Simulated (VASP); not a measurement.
BeTe, 2 atoms in the cell. The structure is cubic, space group F-43m (No. 216). The conventional cell has a = 5.657 Å, b = 5.657 Å, c = 5.657 Å, α = 90.00°, β = 90.00°, γ = 90.00°. Within 3.2 Å of Be (site symmetry -43m) lie 4 Te at 2.45 Å. Te (site symmetry -43m) has 4 Be at 2.45 Å within 3.2 Å. 

| Property | Result |
| --- | --- |
| Program | VASP 6.6.1 |
| Task | single point |
| Functional | PBE-based screened hybrid |
| Potentials or basis | VASP PAW PBE potentials, release 64 (Be, Te) |
| Cutoff | 520 eV |
| k mesh | 4 × 4 × 4 |
| Occupations | gaussian, width 0.01 eV |
| Spin | no spin polarisation |
| Dipole correction | no |
| Grid for exact exchange (PRECFOCK) | Normal |
| Share of exact exchange | 0.15 |
| Further INCAR settings | ALGO = Normal; EDIFF = 1e-06; NBANDS = 11 |
| Screening parameter | 0.2078 1/Å |

Potentials or basis: VASP PAW PBE potentials, release 64 (Be, Te).

Launch:

```sh
$ cat potpaw_PBE.64/Be/POTCAR potpaw_PBE.64/Te/POTCAR > POTCAR
$ cp INCAR.step1 INCAR
$ mpirun -np 1 vasp_std > vasp.out
$ cp INCAR.step2 INCAR
$ mpirun -np 1 vasp_std > vasp.out
```

Hardware: 1 thread of Intel(R) Xeon(R) Platinum 8175M CPU @ 2.50GHz (Skylake/Cascade Lake), on a shared host.

Question: Estimate the wall time of this run.

Answer: Run time: 2 min on 1 thread of Intel(R) Xeon(R) Platinum 8175M CPU @ 2.50GHz (Skylake/Cascade Lake), on a shared host, peak memory 0.28 GiB. Counts: k points 8.
